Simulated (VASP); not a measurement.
# Ca3ScN2 (R32) in VASP: single point with PBE

Aim: the single point of Ca3ScN2 with PBE.

All numbers are computed with VASP 6.6.1; they aren't measurements. Logs are shortened: lines on timing, memory, paths and dates and some standing lists are left out, and cuts for length are marked.

## (1) The cell of the first run

It takes space group R32 (No. 155, trigonal). The conventional cell has a = 10.286 Å, b = 10.286 Å, c = 6.821 Å, α = 90.00°, β = 90.00°, γ = 120.00°. Within 3.1 Å of Ca (site symmetry 2) lie 2 N at 2.27 Å and 2 Ca at 3.07 Å. Within 2.6 Å of Sc (site symmetry 32) lie 2 N at 1.99 Å. N (site symmetry 3) has 1 Sc at 1.99 Å and 3 Ca at 2.27 Å within 2.6 Å.

The cell was built from a structure type or drawn by symmetry, and may not be a known phase.

## (2) Single point, PBE

File INCAR:

```
SYSTEM = Ca3ScN2
PREC = Accurate ; ENCUT = 520
EDIFF = 1E-7 ; ISMEAR = 0
SIGMA = 0.1 ; LREAL = .False.
LASPH = .True. ; NELM = 80
ALGO = Normal ; ISIF = 2
LWAVE = .False. ; LCHARG = .False.
GGA = PE ; NBANDS = 34
```

File KPOINTS:

```
Automatic mesh
0
Gamma
  6 6 6
  0 0 0
```

File POSCAR:

```
Ca3ScN2
1.0
    5.1431680867      2.9694094793      2.2737835965
   -5.1431680867      2.9694094793      2.2737835965
    0.0000000000     -5.9388189587      2.2737835965
Ca Sc N
3 1 2
Direct
    0.3274547670      0.6725452330      0.5000000000
    0.5000000000      0.3274547670      0.6725452330
    0.6725452330      0.5000000000      0.3274547670
    0.0000000000      0.0000000000      0.0000000000
    0.2918174254      0.2918174254      0.2918174254
    0.7081825746      0.7081825746      0.7081825746
```

Potentials or basis: VASP PAW PBE potentials, release 64 (Ca_sv, Sc_sv, N).

Command:

```
cat potpaw_PBE.64/Ca_sv/POTCAR potpaw_PBE.64/Sc_sv/POTCAR potpaw_PBE.64/N/POTCAR > POTCAR
mpirun -np 1 vasp_std > vasp.out
```

OUTCAR:

```text
SYSTEM = Ca3ScN2
   PREC = Accurate
   ENCUT = 520
   EDIFF = 1E-7
   ISMEAR = 0
   LREAL = .False.
   LASPH = .True.
   NELM = 80
   ISIF = 2
   GGA = PE

 ion  position               nearest neighbor table
   1  0.327  0.673  0.500-   5 2.27   6 2.27   2 3.07   3 3.07
   2  0.500  0.327  0.673-   6 2.27   5 2.27   3 3.07   1 3.07
   3  0.673  0.500  0.327-   5 2.27   6 2.27   2 3.07   1 3.07
   4  0.000  0.000  0.000-   5 1.99   6 1.99
   5  0.292  0.292  0.292-   4 1.99   3 2.27   1 2.27   2 2.27
   6  0.708  0.708  0.708-   4 1.99   2 2.27   1 2.27   3 2.27

  LATTYP: Found a trigonal (rhomboedric) cell.
 ALAT       =     6.3592186995
 COS(alpha) =    -0.3082294141

  Lattice vectors:

 A1 = (   5.1431680867,   2.9694094793,   2.2737835965)
 A2 = (  -5.1431680867,   2.9694094793,   2.2737835965)
 A3 = (   0.0000000000,  -5.9388189587,   2.2737835965)

Analysis of symmetry for initial positions (statically):
=====================================================================
 Subroutine PRICEL returns:
 Original cell was already a primitive cell.

 Routine SETGRP: Setting up the symmetry group for a
 trigonal (rhombohedral) supercell.

 Subroutine GETGRP returns: Found  6 space group operations
 (whereof  6 operations were pure point group operations)
 out of a pool of 12 trial point group operations.

The static configuration has the point symmetry D_3 .

Analysis of symmetry for dynamics (positions and initial velocities):
=====================================================================
 Subroutine PRICEL returns:
 Original cell was already a primitive cell.

 Routine SETGRP: Setting up the symmetry group for a
 trigonal (rhombohedral) supercell.

 Subroutine GETGRP returns: Found  6 space group operations
 (whereof  6 operations were pure point group operations)
 out of a pool of 12 trial point group operations.

The dynamic configuration has the point symmetry D_3 .

 Subroutine INISYM returns: Found  6 space group operations
 (whereof  6 operations are pure point group operations),
 and found     1 'primitive' translations

----------------------------------------------------------------------------------------

                                     Primitive cell

[... 97 lines left out ...]
   NELM   =     80;   NELMIN=  2; NELMDL= -5     # of ELM steps
   EDIFF  = 0.1E-06   stopping-criterion for ELM
   LREAL  =      F    real-space projection
   EDIFFG = 0.1E-05   stopping-criterion for IOM
   NSW    =      0    number of steps for IOM
   IBRION =     -1    ionic relax: 0-MD 1-quasi-New 2-CG
   NFREE  =      0    steps in history (QN), initial steepest desc. (CG)
   ISIF   =      2    stress and relaxation
   ISYM   =      2    0-nonsym 1-usesym 2-fastsym
   POTIM  = 0.5000    time-step for ionic-motion
   TEBEG  =    0.0;   TEEND  =   0.0 temperature during run
   PSTRESS=    0.0 pullay stress
   NELECT =      51.0000    total number of electrons
   NUPDOWN=      -1.0000    fix difference up-down
   EMIN   =  10.00;   EMAX   =-10.00  energy-range for DOS
   EFERMI =   0.00;   METHOD = LEGACY
   ISMEAR =     0;   SIGMA  =   0.10  broadening in eV -4-tet -1-fermi 0-gaus
   EFERMI_NEDOS =   21; number of points for ismear=-14 and -15
   IALGO  =     38    algorithm
   IMIX   =      4    mixing-type and parameters
     AMIX     =   0.40;   BMIX     =  1.00
     AMIX_MAG =   1.60;   BMIX_MAG =  1.00
  volume/ion in A,a.u.               =      34.73       234.34
  Fermi-wavevector in a.u.,A,eV,Ry     =   1.024074  1.935218 14.268793  1.048727
  Thomas-Fermi vector in A             =   2.157841
   LORBIT       =      0    0 simple, 1 ext, 2 COOP (PROOUT), +10 PAW based schemes
   GGA     = PE    functional components
   LHFCALC =     F    Hartree Fock is set to
   AEXX    =    0.0000 exact exchange contribution
   IVDW    =     0    specifies the selected vdW correction
   LEPSILON=     F    determine dielectric tensor
   LRPA    =     F    only Hartree local field effects (RPA)
 non-spin polarized calculation
 Gauss-broadening in eV      SIGMA  =   0.10
  energy-cutoff  :      520.00
  volume of cell :      208.35
 maximum number of plane-waves:      5630
   NGX = 23   NGY = 23   NGZ = 23

 number of electron      51.0000009 magnetization

 Free energy of the ion-electron system (eV)
  ---------------------------------------------------
  ext. energy  EPLUGINS =         0.00000000
  ---------------------------------------------------
  free energy    TOTEN  =       -30.27984421 eV

  energy without entropy =      -30.26550489  energy(sigma->0) =      -30.27267455

 E-fermi :   1.2798     XC(G=0):  -7.1834

 val. band max:        1.2499230400   @ k =   0.3333   0.3333   0.3333
 cond. band min:       1.2914768034   @ k =   0.5000   0.5000   0.3333
 fundamental gap:      0.0415537634
 Fermi energy:         1.2797680879

 k-point     1 :       0.0000    0.0000    0.0000
  band No.  band energies     occupation
      1     -48.5633      2.00000
      2     -39.9075      2.00000
      3     -39.8308      2.00000
      4     -39.8308      2.00000
      5     -27.4182      2.00000
      6     -27.4182      2.00000
[... 877 lines left out ...]
     33       3.4644      0.00000
     34       3.7738      0.00000

 [... further k-points ...]

------------------------ aborting loop because EDIFF is reached ----------------------------------------

  FORCE on cell =-STRESS in cart. coord.  units (eV):
  Direction    XX          YY          ZZ          XY          YZ          ZX
  --------------------------------------------------------------------------------------
  -------------------------------------------------------------------------------------
  Total        0.2836058      0.2836058      0.6634987      0.0000000     -0.0000000      0.0000000
  in kB        2.1808438      2.1808438      5.1021055      0.0000000     -0.0000000      0.0000000
  external PRESSURE =       3.1545977 kB  Pullay stress =       0.0000000 kB

 VOLUME and BASIS-vectors are now :
 -----------------------------------------------------------------------------
  energy-cutoff  :      520.00
  volume of cell :      208.35
      direct lattice vectors                 reciprocal lattice vectors
     5.143168087  2.969409479  2.273783596     0.097216344  0.056127883  0.146598530
    -5.143168087  2.969409479  2.273783596    -0.097216344  0.056127883  0.146598530
     0.000000000 -5.938818959  2.273783596     0.000000000 -0.112255765  0.146598530

 POSITION                                       TOTAL-FORCE (eV/Angst)
 -----------------------------------------------------------------------------------
     -1.77486     -0.00000      3.41068        -0.077910     -0.000000     -0.000000
      0.88743     -1.53707      3.41068         0.038955     -0.067472     -0.000000
      0.88743      1.53707      3.41068         0.038955      0.067472     -0.000000
      0.00000      0.00000      0.00000         0.000000      0.000000     -0.000000
      0.00000     -0.00000      1.99059         0.000000     -0.000000      0.025981
      0.00000     -0.00000      4.83076         0.000000      0.000000     -0.025981
 -----------------------------------------------------------------------------------
    total drift:                               -0.000000      0.000000     -0.000000

  FREE ENERGIE OF THE ION-ELECTRON SYSTEM (eV)
  ---------------------------------------------------
  free  energy   TOTEN  =       -30.2798442133 eV

  energy  without entropy=      -30.2655048911  energy(sigma->0) =      -30.27267455
```

It took 7.2 min on 1 thread of Oxide Virtual Turin-like, shared host; peak memory 0.42 GiB.

Results:

```yaml
Free_energy: -30.2798 eV
Pressure: 0.3 GPa
Largest_force: 0.078 eV/Å
Band_gap_on_the_k_mesh: zero (an odd number of electrons rules out a gap without spin polarisation)
```

Forces in eV/Å, atoms in the order of the input:
```
Ca  -0.078  0.000  0.000
Ca   0.039 -0.067  0.000
Ca   0.039  0.067  0.000
Sc   0.000  0.000  0.000
N    0.000  0.000  0.026
N    0.000  0.000 -0.026
```
